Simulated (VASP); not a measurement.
# MgZn3O4 (P3m1) in VASP: notebook

Aim: see how the results for MgZn3O4 move with the level of theory and the settings. Levels: r2SCAN, PBEsol, HSE06. Tasks: single point.

All numbers are computed with VASP 6.6.1; they aren't measurements. Logs are shortened: lines on timing, memory, paths and dates and some standing lists are left out, and cuts for length are marked.

### Step 1. The cell of the first run

It takes space group P3m1 (No. 156, trigonal). Conventional cell: a = 3.230 Å, b = 3.230 Å, c = 10.402 Å, α = 90.00°, β = 90.00°, γ = 120.00°. Within 2.6 Å of Zn (site symmetry 3m) lie 4 O at 1.97 to 1.98 Å. Within 2.6 Å of Zn (site symmetry 3m) lie 4 O at 1.97 Å. Zn (site symmetry 3m) has 4 O at 1.97 to 1.98 Å within 2.6 Å. O (site symmetry 3m) has 3 Zn at 1.97 Å and 1 Mg at 1.98 Å within 2.6 Å. O (site symmetry 3m) has 4 Zn at 1.97 to 1.98 Å within 2.6 Å. Within 2.6 Å of O (site symmetry 3m) lie 4 Zn at 1.97 to 1.98 Å. O (site symmetry 3m) has 3 Mg at 1.96 Å and 1 Zn at 1.97 Å within 2.6 Å. Mg (site symmetry 3m) has 4 O at 1.96 to 1.98 Å within 2.6 Å.

### Step 2. Single point, r2SCAN

Input file POSCAR:

```
MgZn3O4
1.0
    3.2299240000      0.0000000000      0.0000000000
   -1.6149620000      2.7971960000      0.0000000000
    0.0000000000      0.0000000000     10.4017620000
Zn O Mg
3 4 1
Direct
    0.6666670000      0.3333330000      0.2439150000
    0.6666670000      0.3333330000      0.7449470000
    0.3333330000      0.6666670000      0.4940940000
    0.3333330000      0.6666670000      0.1818770000
    0.3333330000      0.6666670000      0.6842200000
    0.6666670000      0.3333330000      0.4338000000
    0.6666670000      0.3333330000      0.9343590000
    0.3333330000      0.6666670000      0.9912220000
```

Input file INCAR.step1:

```
ALGO = Normal
EDIFF = 1E-5
ENCUT = 580
GGA = PE
GGA_COMPAT = False
ISMEAR = -1
LASPH = True
LCHARG = False
LREAL = False
LWAVE = True
NBANDS = 41
NELM = 120
PREC = Accurate
SIGMA = 0.05
```

Input file INCAR.step2:

```
ALGO = Normal
EDIFF = 1E-6
ENCUT = 580
GGA_COMPAT = False
ISIF = 2
ISMEAR = -1
ISTART = 1
LASPH = True
LCHARG = False
LMIXTAU = True
LREAL = False
LWAVE = False
METAGGA = R2SCAN
NBANDS = 41
NELM = 120
PREC = Accurate
SIGMA = 0.05
```

Input file KPOINTS:

```
k-points
0
Gamma
  4 4 1
```

Potentials or basis: VASP PAW PBE potentials, release 64 (Zn, O, Mg).

Started as:

```bash
$ cat potpaw_PBE.64/Zn/POTCAR potpaw_PBE.64/O/POTCAR potpaw_PBE.64/Mg/POTCAR > POTCAR
$ cp INCAR.step1 INCAR
$ mpirun -np 1 vasp_std > vasp.out
$ cp INCAR.step2 INCAR
$ mpirun -np 1 vasp_std > vasp.out
```

OUTCAR:

```text
EDIFF = 1E-6
   ENCUT = 580
   ISIF = 2
   ISMEAR = -1
   ISTART = 1
   LASPH = True
   LREAL = False
   METAGGA = R2SCAN
   NELM = 120
   PREC = Accurate

 ion  position               nearest neighbor table
   1  0.667  0.333  0.244-   4 1.97   4 1.97   4 1.97   6 1.98   8 3.22   8 3.22   8 3.22
   2  0.667  0.333  0.745-   5 1.97   5 1.97   5 1.97   7 1.97   8 3.17   8 3.17   8 3.17
   3  0.333  0.667  0.494-   6 1.97   6 1.97   6 1.97   5 1.98
   4  0.333  0.667  0.182-   1 1.97   1 1.97   1 1.97   8 1.98
   5  0.333  0.667  0.684-   2 1.97   2 1.97   2 1.97   3 1.98
   6  0.667  0.333  0.434-   3 1.97   3 1.97   3 1.97   1 1.98
   7  0.667  0.333  0.934-   8 1.96   8 1.96   8 1.96   2 1.97
   8  0.333  0.667  0.991-   7 1.96   7 1.96   7 1.96   4 1.98   2 3.17   2 3.17   2 3.17   1 3.22
                             1 3.22   1 3.22

  LATTYP: Found a hexagonal cell.
 ALAT       =     3.2299240000
 C/A-ratio  =     3.2204355273

  Lattice vectors:

 A1 = (   3.2299240000,   0.0000000000,   0.0000000000)
 A2 = (  -1.6149620000,   2.7971960000,   0.0000000000)
 A3 = (   0.0000000000,   0.0000000000,  10.4017620000)

Analysis of symmetry for initial positions (statically):
=====================================================================
 Subroutine PRICEL returns:
 Original cell was already a primitive cell.

 Routine SETGRP: Setting up the symmetry group for a
 hexagonal supercell.

 Subroutine GETGRP returns: Found  6 space group operations
 (whereof  6 operations were pure point group operations)
 out of a pool of 24 trial point group operations.

The static configuration has the point symmetry C_3v.

Analysis of symmetry for dynamics (positions and initial velocities):
=====================================================================
 Subroutine PRICEL returns:
 Original cell was already a primitive cell.

 Routine SETGRP: Setting up the symmetry group for a
 hexagonal supercell.

 Subroutine GETGRP returns: Found  6 space group operations
 (whereof  6 operations were pure point group operations)
 out of a pool of 24 trial point group operations.

The dynamic configuration has the point symmetry C_3v.

 Subroutine INISYM returns: Found  6 space group operations
 (whereof  6 operations are pure point group operations),
 and found     1 'primitive' translations

----------------------------------------------------------------------------------------

                                     Primitive cell

  volume of cell :      93.9771

  direct lattice vectors                    reciprocal lattice vectors
     3.229924000  0.000000000  0.000000000     0.309604808  0.178750434  0.000000000
    -1.614962000  2.797196000  0.000000000     0.000000000  0.357500869  0.000000000
     0.000000000  0.000000000 10.401762000     0.000000000  0.000000000  0.096137558

  length of vectors
     3.229924000  3.229923795 10.401762000     0.357500846  0.357500869  0.096137558

  position of ions in fractional coordinates (direct lattice)
     0.666667000  0.333333000  0.243915000
     0.666667000  0.333333000  0.744947000
     0.333333000  0.666667000  0.494094000
     0.333333000  0.666667000  0.181877000
     0.333333000  0.666667000  0.684220000
     0.666667000  0.333333000  0.433800000
     0.666667000  0.333333000  0.934359000
     0.333333000  0.666667000  0.991222000

  ion indices of the primitive-cell ions
   primitive index   ion index
                 1           1
                 2           2
                 3           3
                 4           4
                 5           5
                 6           6
                 7           7
                 8           8

----------------------------------------------------------------------------------------

 KPOINTS: k-points

Automatic generation of k-mesh.
 Grid dimensions read from file:
 generate k-points for:    4    4    1

 Generating k-lattice:

  Cartesian coordinates                     Fractional coordinates (reciprocal lattice)
     0.077401202  0.044687609  0.000000000     0.250000000  0.000000000  0.000000000
     0.000000000  0.089375217  0.000000000     0.000000000  0.250000000  0.000000000
     0.000000000  0.000000000  0.096137558     0.000000000  0.000000000  1.000000000

  Length of vectors
     0.089375212  0.089375217  0.096137558

  Shift w.r.t. Gamma in fractional coordinates (k-lattice)
     0.000000000  0.000000000  0.000000000

 Subroutine IBZKPT returns following result:
 ===========================================

 Found      4 irreducible k-points:

 Following reciprocal coordinates:
            Coordinates               Weight
  0.000000  0.000000  0.000000      1.000000
  0.250000  0.000000  0.000000      6.000000
  0.500000  0.000000  0.000000      3.000000
  0.250000  0.250000  0.000000      6.000000
   k-points           NKPTS =      4   k-points in BZ     NKDIM =      4   number of bands    NBANDS=     41
   number of dos      NEDOS =    301   number of ions     NIONS =      8
   total plane-waves  NPLWV =  65856
   dimension x,y,z NGX =    28 NGY =   28 NGZ =   84
   dimension x,y,z NGXF=    56 NGYF=   56 NGZF=  168
   ions per type =               3   4   1
   NGX,Y,Z   is equivalent  to a cutoff of  14.41, 14.41, 13.43 a.u.
   NGXF,Y,Z  is equivalent  to a cutoff of  28.82, 28.82, 26.85 a.u.
 SYSTEM =  unknown system
   PREC   = accura    normal or accurate (medium, high low for compatibility)
   ISTART =      1    job   : 0-new  1-cont  2-samecut
   ICHARG =      0    charge: 1-file 2-atom 10-const
   ISPIN  =      1    spin polarized calculation?
   LNONCOLLINEAR =      F non collinear calculations
   LSORBIT =      F    spin-orbit coupling
   LASPH  =      T    aspherical Exc in radial PAW
   ENCUT  =  580.0 eV  42.63 Ry    6.53 a.u.   6.34  6.34 20.43*2*pi/ulx,y,z
   NELM   =    120;   NELMIN=  2; NELMDL=  0     # of ELM steps
   EDIFF  = 0.1E-05   stopping-criterion for ELM
   LREAL  =      F    real-space projection
   EDIFFG = 0.1E-04   stopping-criterion for IOM
   NSW    =      0    number of steps for IOM
   IBRION =     -1    ionic relax: 0-MD 1-quasi-New 2-CG
   NFREE  =      0    steps in history (QN), initial steepest desc. (CG)
   ISIF   =      2    stress and relaxation
   ISYM   =      2    0-nonsym 1-usesym 2-fastsym
   POTIM  = 0.5000    time-step for ionic-motion
   TEBEG  =    0.0;   TEEND  =   0.0 temperature during run
   PSTRESS=    0.0 pullay stress
   NELECT =      62.0000    total number of electrons
   NUPDOWN=      -1.0000    fix difference up-down
   EMIN   =  10.00;   EMAX   =-10.00  energy-range for DOS
   EFERMI =   0.00;   METHOD = LEGACY
   ISMEAR =    -1;   SIGMA  =   0.05  broadening in eV -4-tet -1-fermi 0-gaus
   EFERMI_NEDOS =   21; number of points for ismear=-14 and -15
   IALGO  =     38    algorithm
   IMIX   =      4    mixing-type and parameters
     AMIX     =   0.40;   BMIX     =  1.00
     AMIX_MAG =   1.60;   BMIX_MAG =  1.00
  volume/ion in A,a.u.               =      11.75        79.27
  Fermi-wavevector in a.u.,A,eV,Ry     =   1.425163  2.693168 27.634671  2.031091
  Thomas-Fermi vector in A             =   2.545577
   LORBIT       =      0    0 simple, 1 ext, 2 COOP (PROOUT), +10 PAW based schemes
   METAGGA = R2SCAN    functional components
   LHFCALC =     F    Hartree Fock is set to
   AEXX    =    0.0000 exact exchange contribution
   IVDW    =     0    specifies the selected vdW correction
   LEPSILON=     F    determine dielectric tensor
   LRPA    =     F    only Hartree local field effects (RPA)
 non-spin polarized calculation
  energy-cutoff  :      580.00
  volume of cell :       93.98
 maximum number of plane-waves:      2995
 NGX is ok and might be reduce to    28
   NGX = 13   NGY = 13   NGZ = 41

 number of electron      62.0000006 magnetization

 Free energy of the ion-electron system (eV)
  ---------------------------------------------------
  ext. energy  EPLUGINS =         0.00000000
  ---------------------------------------------------
  free energy    TOTEN  =       -70.38028824 eV

  energy without entropy =      -70.38028822  energy(sigma->0) =      -70.38028823

 E-fermi :   1.9758     XC(G=0): -11.3535

 val. band max:        1.1268312876   @ k =   0.0000   0.0000   0.0000
 cond. band min:       2.7897697617   @ k =   0.0000   0.0000   0.0000
 fundamental gap:      1.6629384741
 Fermi energy:         1.9757999674

 k-point     1 :       0.0000    0.0000    0.0000
  band No.  band energies     occupation
      1     -17.8548      2.00000
      2     -17.5263      2.00000
      3     -17.3644      2.00000
      4     -16.9638      2.00000
      5      -4.7886      2.00000
      6      -4.7177      2.00000
[... 33 lines left out ...]
     40      15.0542      0.00000
     41      15.1516      0.00000

 k-point     2 :       0.2500    0.0000    0.0000
  band No.  band energies     occupation
      1     -17.5721      2.00000
      2     -17.3194      2.00000
      3     -17.1542      2.00000
      4     -16.8238      2.00000
      5      -4.9367      2.00000
      6      -4.8348      2.00000
[... 33 lines left out ...]
     40      13.4532      0.00000
     41      13.6983      0.00000

 k-point     3 :       0.5000    0.0000    0.0000
  band No.  band energies     occupation
      1     -17.2385      2.00000
      2     -17.1285      2.00000
      3     -16.9318      2.00000
      4     -16.6895      2.00000
      5      -4.9643      2.00000
      6      -4.8999      2.00000
[... 33 lines left out ...]
     40      12.6729      0.00000
     41      13.1231      0.00000

 k-point     4 :       0.2500    0.2500    0.0000
  band No.  band energies     occupation
      1     -17.2458      2.00000
      2     -17.1286      2.00000
      3     -16.9345      2.00000
      4     -16.6884      2.00000
      5      -4.7424      2.00000
      6      -4.6678      2.00000
[... 33 lines left out ...]
     40      11.8626      0.00000
     41      12.5910      0.00000

------------------------ aborting loop because EDIFF is reached ----------------------------------------

  FORCE on cell =-STRESS in cart. coord.  units (eV):
  Direction    XX          YY          ZZ          XY          YZ          ZX
  --------------------------------------------------------------------------------------
  -------------------------------------------------------------------------------------
  Total        1.0214006      1.0214004      0.2339156      0.0000000      0.0000000      0.0000000
  in kB       17.4134394     17.4134364      3.9879310      0.0000000      0.0000000      0.0000000
  external PRESSURE =      12.9382689 kB  Pullay stress =       0.0000000 kB

 VOLUME and BASIS-vectors are now :
 -----------------------------------------------------------------------------
  energy-cutoff  :      580.00
  volume of cell :       93.98
      direct lattice vectors                 reciprocal lattice vectors
     3.229924000  0.000000000  0.000000000     0.309604808  0.178750434  0.000000000
    -1.614962000  2.797196000  0.000000000     0.000000000  0.357500869  0.000000000
     0.000000000  0.000000000 10.401762000     0.000000000  0.000000000  0.096137558

 POSITION                                       TOTAL-FORCE (eV/Angst)
 -----------------------------------------------------------------------------------
      1.61496      0.93240      2.53715         0.000000      0.000000      0.006985
      1.61496      0.93240      7.74876         0.000000     -0.000000     -0.024482
     -0.00000      1.86480      5.13945         0.000000     -0.000000      0.008911
     -0.00000      1.86480      1.89184         0.000000     -0.000000     -0.173444
     -0.00000      1.86480      7.11709        -0.000000      0.000000     -0.000963
      1.61496      0.93240      4.51228        -0.000000     -0.000000     -0.001188
      1.61496      0.93240      9.71898        -0.000000     -0.000000      0.153093
     -0.00000      1.86480     10.31046         0.000000     -0.000000      0.031088
 -----------------------------------------------------------------------------------
    total drift:                               -0.000629      0.000367      0.066748

  FREE ENERGIE OF THE ION-ELECTRON SYSTEM (eV)
  ---------------------------------------------------
  free  energy   TOTEN  =       -70.3802882436 eV

  energy  without entropy=      -70.3802882248  energy(sigma->0) =      -70.38028823
```

Wall time 2.9 min (1 thread of Intel Xeon 8259CL, shared host); peak memory 0.27 GiB.

What came out:

- Free energy: -70.3803 eV
- Pressure: 1.3 GPa
- Largest force: 0.173 eV/Å
- Band gap on the k mesh: 1.66 eV

Forces in eV/Å, atoms in the order of the input:
```
Zn   0.000  0.000  0.007
Zn   0.000  0.000 -0.024
Zn   0.000  0.000  0.009
O    0.000  0.000 -0.173
O    0.000  0.000 -0.001
O    0.000  0.000 -0.001
O    0.000  0.000  0.153
Mg   0.000  0.000  0.031
```

Levels at points of the mesh, in eV from the valence-band top:
| k point | band 28 | band 29 | band 30 | band 31 | band 32 | band 33 | band 34 | band 35 |
| --- | --- | --- | --- | --- | --- | --- | --- | --- |
| (0.00, 0.00, 0.00) | -0.30 | -0.22 | 0.00 | 0.00 | 1.66 | 4.10 | 4.55 | 6.79 |
| (0.50, 0.00, 0.00) | -1.39 | -1.28 | -1.26 | -0.89 | 6.35 | 6.41 | 7.03 | 7.52 |

Caveat: the k points lie up to 0.60 Å⁻¹ apart; the PAW data sets were made with another functional, which shifts forces and pressure a little.

### Step 3. Single point, PBEsol

Input file INCAR:

```
SYSTEM = MgZn3O4
PREC = Accurate ; ENCUT = 520
EDIFF = 1E-6 ; ISMEAR = -1
SIGMA = 0.05 ; LREAL = .False.
LASPH = .True. ; NELM = 120
ALGO = Normal ; ISIF = 2
LWAVE = .False. ; LCHARG = .False.
GGA = PS ; NBANDS = 41
GGA_COMPAT = .False.
```

Input file KPOINTS:

```
regular mesh
0
Gamma
  6 6 2
  0 0 0
```

Changes to POSCAR since step 2:

```diff
@@ -2,5 +2,5 @@
 1.0
-    3.2299240000      0.0000000000      0.0000000000
-   -1.6149620000      2.7971960000      0.0000000000
-    0.0000000000      0.0000000000     10.4017620000
+    3.2299238636      0.0000000000      0.0000000000
+   -1.6149619318      2.7971961181      0.0000000000
+    0.0000000000      0.0000000000     10.4017616758
 Zn O Mg
```

Potentials or basis: VASP PAW PBE potentials, release 64 (Zn, O, Mg).

Started as:

```bash
$ cat potpaw_PBE.64/Zn/POTCAR potpaw_PBE.64/O/POTCAR potpaw_PBE.64/Mg/POTCAR > POTCAR
$ mpirun -np 1 vasp_std > vasp.out
```

OUTCAR:

```text
SYSTEM = MgZn3O4
   PREC = Accurate
   ENCUT = 520
   EDIFF = 1E-6
   ISMEAR = -1
   LREAL = .False.
   LASPH = .True.
   NELM = 120
   ISIF = 2
   GGA = PS

 ion  position               nearest neighbor table
   1  0.667  0.333  0.244-   4 1.97   4 1.97   4 1.97   6 1.98   8 3.22   8 3.22   8 3.22
   2  0.667  0.333  0.745-   5 1.97   5 1.97   5 1.97   7 1.97   8 3.17   8 3.17   8 3.17
   3  0.333  0.667  0.494-   6 1.97   6 1.97   6 1.97   5 1.98
   4  0.333  0.667  0.182-   1 1.97   1 1.97   1 1.97   8 1.98
   5  0.333  0.667  0.684-   2 1.97   2 1.97   2 1.97   3 1.98
   6  0.667  0.333  0.434-   3 1.97   3 1.97   3 1.97   1 1.98
   7  0.667  0.333  0.934-   8 1.96   8 1.96   8 1.96   2 1.97
[... 818 lines left out ...]
  external PRESSURE =      13.7837603 kB  Pullay stress =       0.0000000 kB

 VOLUME and BASIS-vectors are now :
 -----------------------------------------------------------------------------
  energy-cutoff  :      520.00
  volume of cell :       93.98
      direct lattice vectors                 reciprocal lattice vectors
     3.229923864  0.000000000  0.000000000     0.309604821  0.178750427  0.000000000
    -1.614961932  2.797196118  0.000000000     0.000000000  0.357500854  0.000000000
     0.000000000  0.000000000 10.401761676     0.000000000  0.000000000  0.096137561

 POSITION                                       TOTAL-FORCE (eV/Angst)
 -----------------------------------------------------------------------------------
      1.61496      0.93240      2.53715         0.000000      0.000000     -0.008447
      1.61496      0.93240      7.74876         0.000000      0.000000      0.002181
     -0.00000      1.86480      5.13945        -0.000000      0.000000      0.000179
     -0.00000      1.86480      1.89184         0.000000      0.000000     -0.066549
     -0.00000      1.86480      7.11709        -0.000000      0.000000     -0.000401
      1.61496      0.93240      4.51228        -0.000000     -0.000000      0.001009
      1.61496      0.93240      9.71898         0.000000      0.000000      0.068661
     -0.00000      1.86480     10.31046        -0.000000      0.000000      0.003366
 -----------------------------------------------------------------------------------
    total drift:                               -0.000649      0.000374      0.001403

  FREE ENERGIE OF THE ION-ELECTRON SYSTEM (eV)
  ---------------------------------------------------
  free  energy   TOTEN  =       -41.3993263325 eV

  energy  without entropy=      -41.3993252883  energy(sigma->0) =      -41.39932581
```

OSZICAR:

```text
N       E                     dE             d eps       ncg     rms          rms(c)
DAV:   1     0.622755740314E+03    0.62276E+03   -0.29332E+04  1148   0.203E+03
DAV:   2     0.465376881711E+02   -0.57622E+03   -0.53374E+03  1220   0.479E+02
DAV:   3    -0.438577734903E+02   -0.90395E+02   -0.88402E+02  1281   0.182E+02
DAV:   4    -0.477057038087E+02   -0.38479E+01   -0.38277E+01  1349   0.397E+01
DAV:   5    -0.477435690457E+02   -0.37865E-01   -0.37851E-01  1280   0.420E+00    0.190E+01
DAV:   6    -0.411509146414E+02    0.65927E+01   -0.18453E+01  1806   0.715E+01    0.115E+01
DAV:   7    -0.415106587301E+02   -0.35974E+00   -0.55362E+00  1255   0.172E+01    0.715E+00
DAV:   8    -0.415362618359E+02   -0.25603E-01   -0.15437E+00  1723   0.103E+01    0.256E+00
DAV:   9    -0.413942310271E+02    0.14203E+00   -0.32300E-01  1934   0.893E+00    0.661E-01
DAV:  10    -0.413993922008E+02   -0.51612E-02   -0.14858E-01  1225   0.226E+00    0.209E-01
DAV:  11    -0.413992667012E+02    0.12550E-03   -0.54613E-03  1416   0.823E-01    0.792E-02
DAV:  12    -0.413993005888E+02   -0.33888E-04   -0.52978E-04  1535   0.493E-01    0.326E-02
DAV:  13    -0.413993206380E+02   -0.20049E-04   -0.15506E-04  1791   0.173E-01    0.146E-02
DAV:  14    -0.413993262431E+02   -0.56051E-05   -0.57669E-05  1447   0.701E-02    0.747E-03
DAV:  15    -0.413993263325E+02   -0.89378E-07   -0.88200E-06  1692   0.595E-02
   1 F= -.41399326E+02 E0= -.41399326E+02  d E =-.104415E-05
```

Run time: 97 s. Hardware: 1 thread of Intel Xeon 8259CL, shared host; peak memory 0.22 GiB.

Results:

* Free energy: -41.3993 eV
* Pressure: 1.4 GPa
* Largest force: 0.069 eV/Å
* Band gap on the k mesh: 1.11 eV

Forces on the atoms (eV/Å):
```
Zn   0.000  0.000 -0.008
Zn   0.000  0.000  0.002
Zn   0.000  0.000  0.000
O    0.000  0.000 -0.067
O    0.000  0.000  0.000
O    0.000  0.000  0.001
O    0.000  0.000  0.069
Mg   0.000  0.000  0.003
```

Levels at points of the mesh, in eV from the valence-band top:
```tsv
k point	band 29	band 30	band 31	band 32	band 33	band 34
(0.00, 0.00, 0.00)	-0.21	0.00	0.00	1.11	3.53	3.94
(0.50, 0.00, 0.00)	-1.28	-1.23	-0.87	5.66	5.72	6.30
(0.00, 0.00, 0.50)	-0.27	-0.01	-0.01	1.95	2.37	4.76
(0.50, 0.00, 0.50)	-1.21	-1.05	-0.93	5.43	5.85	6.47
```

Caveat: the PAW data sets were made with another functional, which shifts forces and pressure a little.

(Part 1 of 2 ends here.)
